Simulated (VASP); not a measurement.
# Cr in VASP: a series of runs, part 2 of 2

VASP 6.6.1. The steps go on from the part before.

## Step 3: Single point, PBE

This run uses another cell than the first one: it holds 1 atom, not 4.

The input, INCAR:

```
ALGO = Normal
EDIFF = 1E-6
ENCUT = 520
GGA = PE
ISIF = 2
ISMEAR = 0
LASPH = T
LCHARG = F
LREAL = F
LWAVE = F
NBANDS = 12
NELM = 80
PREC = Accurate
SIGMA = 0.1
```

The input, KPOINTS:

```
k-points
0
Gamma
  28 28 28
```

The input, POSCAR:

```
Cr
1.0
   -1.4240027785      1.4240027785      1.4240027785
    1.4240027785     -1.4240027785      1.4240027785
    1.4240027785      1.4240027785     -1.4240027785
Cr
1
Direct
    0.0000000000      0.0000000000      0.0000000000
```

Potentials or basis: VASP PAW PBE potentials, release 64 (Cr_pv).

Run with:

```
$ cat potpaw_PBE.64/Cr_pv/POTCAR > POTCAR
$ mpirun -np 1 vasp_std > vasp.out
```

OUTCAR:

```text
EDIFF = 1E-6
   ENCUT = 520
   GGA = PE
   ISIF = 2
   ISMEAR = 0
   LASPH = T
   LREAL = F
   NELM = 80
   PREC = Accurate

 ion  position               nearest neighbor table
   1  0.000  0.000  0.000-

  LATTYP: Found a body centered cubic cell.
 ALAT       =     2.8480055570

  Lattice vectors:

 A1 = (  -1.4240027785,   1.4240027785,   1.4240027785)
 A2 = (   1.4240027785,  -1.4240027785,   1.4240027785)
 A3 = (   1.4240027785,   1.4240027785,  -1.4240027785)

Analysis of symmetry for initial positions (statically):
=====================================================================
 Subroutine PRICEL returns:
 Original cell was already a primitive cell.

 Routine SETGRP: Setting up the symmetry group for a
 body centered cubic supercell.

 Subroutine GETGRP returns: Found 48 space group operations
 (whereof 48 operations were pure point group operations)
 out of a pool of 48 trial point group operations.

The static configuration has the point symmetry O_h .

Analysis of symmetry for dynamics (positions and initial velocities):
=====================================================================
 Subroutine PRICEL returns:
 Original cell was already a primitive cell.

 Routine SETGRP: Setting up the symmetry group for a
 body centered cubic supercell.

 Subroutine GETGRP returns: Found 48 space group operations
 (whereof 48 operations were pure point group operations)
 out of a pool of 48 trial point group operations.

The dynamic configuration has the point symmetry O_h .

 Subroutine INISYM returns: Found 48 space group operations
 (whereof 48 operations are pure point group operations),
 and found     1 'primitive' translations

----------------------------------------------------------------------------------------

                                     Primitive cell

  volume of cell :      11.5503

[... 106 lines left out ...]
     AMIX_MAG =   1.60;   BMIX_MAG =  1.00
  volume/ion in A,a.u.               =      11.55        77.95
  Fermi-wavevector in a.u.,A,eV,Ry     =   1.658076  3.133309 37.405351  2.749216
  Thomas-Fermi vector in A             =   2.745719
   LORBIT       =      0    0 simple, 1 ext, 2 COOP (PROOUT), +10 PAW based schemes
   GGA     = PE    functional components
   LHFCALC =     F    Hartree Fock is set to
   AEXX    =    0.0000 exact exchange contribution
   IVDW    =     0    specifies the selected vdW correction
   LEPSILON=     F    determine dielectric tensor
   LRPA    =     F    only Hartree local field effects (RPA)
 non-spin polarized calculation
 Gauss-broadening in eV      SIGMA  =   0.10
  energy-cutoff  :      520.00
  volume of cell :       11.55
 maximum number of plane-waves:       325
   NGX =  9   NGY =  9   NGZ =  9

 number of electron      11.9999994 magnetization

 Free energy of the ion-electron system (eV)
  ---------------------------------------------------
  ext. energy  EPLUGINS =         0.00000000
  ---------------------------------------------------
  free energy    TOTEN  =        -9.51791180 eV

  energy without entropy =       -9.51474570  energy(sigma->0) =       -9.51632875

 E-fermi :  11.0002     XC(G=0): -13.6745

 val. band max:       10.9854959038   @ k =  -0.2500   0.3571   0.1429
 cond. band min:      11.0008949784   @ k =   0.5000   0.5000   0.2857
 fundamental gap:      0.0153990746
 Fermi energy:        11.0002191405

 k-point     1 :       0.0000    0.0000    0.0000
  band No.  band energies     occupation
      1     -31.7563      2.00000
      2     -31.7563      2.00000
      3     -31.7563      2.00000
      4       3.1160      2.00000
      5      10.0597      2.00000
      6      10.0597      2.00000
      7      10.0597      2.00000
      8      12.1133      0.00000
      9      12.1133      0.00000
     10      18.0763      0.00000
     11      33.2762      0.00000
     12      33.2762      0.00000
[... 331 lines left out ...]
 k-point    24 :       0.3214    0.0357    0.0000
  band No.  band energies     occupation
      1     -32.4644      2.00000
      2     -31.9798      2.00000
      3     -31.7656      2.00000
      4       6.3861      2.00000
      5       8.8472      2.00000
      6      10.1082      2.00000
      7      11.9422      0.00000
      8      12.3583      0.00000
      9      12.8209      0.00000
     10      18.0746      0.00000
     11      24.5225      0.00000
     12      29.3140      0.00000

 [... further k-points ...]
[... 5 lines left out ...]
  --------------------------------------------------------------------------------------
  -------------------------------------------------------------------------------------
  Total       -0.0370480     -0.0370480     -0.0370480      0.0000000     -0.0000000      0.0000000
  in kB       -5.1390524     -5.1390524     -5.1390524      0.0000000     -0.0000000      0.0000000
  external PRESSURE =      -5.1390524 kB  Pullay stress =       0.0000000 kB

 VOLUME and BASIS-vectors are now :
 -----------------------------------------------------------------------------
  energy-cutoff  :      520.00
  volume of cell :       11.55
      direct lattice vectors                 reciprocal lattice vectors
    -1.424002779  1.424002779  1.424002779     0.000000000  0.351122910  0.351122910
     1.424002779 -1.424002779  1.424002779     0.351122910  0.000000000  0.351122910
     1.424002779  1.424002779 -1.424002779     0.351122910  0.351122910  0.000000000

 POSITION                                       TOTAL-FORCE (eV/Angst)
 -----------------------------------------------------------------------------------
      0.00000      0.00000      0.00000        -0.000000     -0.000000      0.000000
 -----------------------------------------------------------------------------------
    total drift:                                0.000000     -0.000000      0.000000

  FREE ENERGIE OF THE ION-ELECTRON SYSTEM (eV)
  ---------------------------------------------------
  free  energy   TOTEN  =        -9.5179117970 eV

  energy  without entropy=       -9.5147456997  energy(sigma->0) =       -9.51632875
```

Wall time 28 s (1 thread of AMD EPYC 9R45 (Zen 5), shared host); peak memory 0.16 GiB.

What came out:

- Free energy: -9.5179 eV
- Pressure: -0.5 GPa
- Band gap on the k mesh: zero (band 6 reaches 13.41 eV, above the bottom of band 7 at 10.06 eV)

Caveat: the run has no spin polarisation, though such a crystal can be magnetic.

## Step 4: Single point, PBE

This run uses another cell than the first one: it holds 1 atom, not 4.

The input, INCAR:

```
SYSTEM = Cr
PREC = Accurate
ENCUT = 520
EDIFF = 1E-7
ISMEAR = 0
SIGMA = 0.1
LREAL = .FALSE.
LASPH = .TRUE.
NELM = 80
ALGO = Normal
ISIF = 2
LWAVE = .FALSE.
LCHARG = .FALSE.
GGA = PE
NBANDS = 12
```

The input, KPOINTS:

```
Automatic mesh
0
G
  26 26 26
  0 0 0
```

The input, POSCAR:

```
Cr
1.0
   -1.4240103897      1.4240103897      1.4240103897
    1.4240103897     -1.4240103897      1.4240103897
    1.4240103897      1.4240103897     -1.4240103897
Cr
1
Direct
    0.0000000000      0.0000000000      0.0000000000
```

Run with:

```
$ cat potpaw_PBE.64/Cr_pv/POTCAR > POTCAR
$ mpirun -np 1 vasp_std > vasp.out
```

Run time: 47 s. Hardware: 1 thread of Intel Xeon Platinum 8259CL at 2.50GHz (Skylake/Cascade Lake), shared host; peak memory 0.17 GiB.

Results (log left out):

```yaml
Free_energy: -9.5168 eV
Pressure: -0.5 GPa
Band_gap_on_the_k_mesh: zero (band 6 reaches 13.42 eV, above the bottom of band 7 at 10.06 eV)
```

Levels at points of the mesh, in eV from the Fermi level:
| k point | band 3 | band 4 | band 5 | band 6 | band 7 | band 8 | band 9 | band 10 |
| --- | --- | --- | --- | --- | --- | --- | --- | --- |
| (0.00, 0.00, 0.00) | -42.72 | -7.85 | -0.91 | -0.91 | -0.91 | 1.15 | 1.15 | 7.11 |
| (0.50, 0.00, 0.00) | -42.73 | -4.43 | -2.45 | 1.12 | 1.15 | 1.49 | 2.84 | 7.10 |
| (0.50, 0.50, 0.50) | -43.35 | -4.31 | -4.31 | 2.45 | 2.45 | 2.45 | 7.11 | 10.61 |

Caveat: the run has no spin polarisation, though such a crystal can be magnetic.

## Step 5: Overview

| cell | k mesh | gap on the mesh (eV) | pressure (GPa) |
| --- | --- | --- | --- |
| a = 2.456, b = 2.456, c = 8.095 Å, angles 90.0, 90.0, 70.7°, 4 atoms | 6 × 6 × 4 | none | -0.3 |
| a = 2.466 Å, angles 109.5°, 1 atom | 28 × 28 × 28 | none | -0.5 |
| a = 2.466 Å, angles 109.5°, 1 atom | 26 × 26 × 26 | none | -0.5 |

Alike in all rows: task single point; level PBE; potentials or basis VASP PAW PBE potentials, release 64 (Cr_pv); no spin polarisation; cutoff (eV) 520; smearing gaussian 0.1 eV.

Caveats: some runs use coarse meshes; the run has no spin polarisation, though such a crystal can be magnetic.

Absolute energies hang on the potentials; compare differences alone.
